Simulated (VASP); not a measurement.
Set up this calculation in VASP 6.6.1, as the native input.

| Item | Value |
| --- | --- |
| Task | relaxation of cell and atoms |
| Functional | LDA |
| Potentials or basis | VASP PAW LDA potentials, release 64 (Y_sv) |
| Cutoff | 600 eV |
| k mesh | 17 × 17 × 16 |
| Occupations | fermi-dirac, width 0.05 eV |
| Spin | no spin polarisation |
| Target pressure | 160 GPa |
| Dipole correction | no |
| Further INCAR settings | ALGO = Normal; EDIFF = 1e-07; IBRION = 2; EDIFFG = -0.005; NSW = 60; ISIF = 3 |

The structure of Y lies in POSCAR:

```
Y
1.0
    2.4725273637      0.0000000000      0.0000000000
   -1.2362636818      2.1412715085      0.0000000000
    0.0000000000      0.0000000000      2.3241757219
Y
1
Direct
    0.0000000000      0.0000000000      0.0000000000
```

One way to write it, as run:

INCAR

```
SYSTEM = Y
PREC     = Accurate       ! precision mode
ENCUT    = 600            ! plane-wave cutoff, eV
EDIFF    = 1E-7           ! SCF threshold, eV
ISMEAR   = -1             ! smearing method
SIGMA    = 0.05           ! smearing width, eV
LREAL    = .FALSE.        ! projectors in reciprocal space
LASPH    = .TRUE.         ! aspherical terms in the spheres
NELM     = 100            ! most SCF steps
ALGO     = Normal         ! electronic algorithm
ISIF     = 3              ! what is computed and relaxed
LWAVE    = .FALSE.        ! write WAVECAR
LCHARG   = .FALSE.        ! write CHGCAR
IBRION   = 2              ! ionic algorithm
NSW      = 60             ! ionic steps
EDIFFG   = -0.005         ! ionic threshold
PSTRESS  = 1600.0
```

KPOINTS

```
Automatic mesh
0
G
  17 17 16
  0 0 0
```

Potentials or basis: VASP PAW LDA potentials, release 64 (Y_sv).

Launch:

```bash
$ cat potpaw_LDA.64/Y_sv/POTCAR > POTCAR
$ mpirun -np 1 vasp_std > vasp.out
```

It gave:

| Quantity | Value |
| --- | --- |
| Relaxed volume | 12.55 Å³/atom |
| Relaxed cell | a = 2.490 Å, b = 2.490 Å, c = 2.338 Å, α = 90.00°, β = 90.00°, γ = 120.00° |
| Space group after relaxing (to 0.05 Å) | P6/mmm (No. 191) |
| Energy change on relaxing (the enthalpy is what falls) | -254.4 meV/atom |
| Ionic steps | 6 |
| Pressure after relaxing | 160.0 GPa |

Caveat: the cell is relaxed towards a set pressure, so the enthalpy falls and the energy may rise.

It took 75 s on 1 thread of Intel(R) Xeon(R) 6975P-C (Granite Rapids) (shared host), peak memory 0.19 GiB.
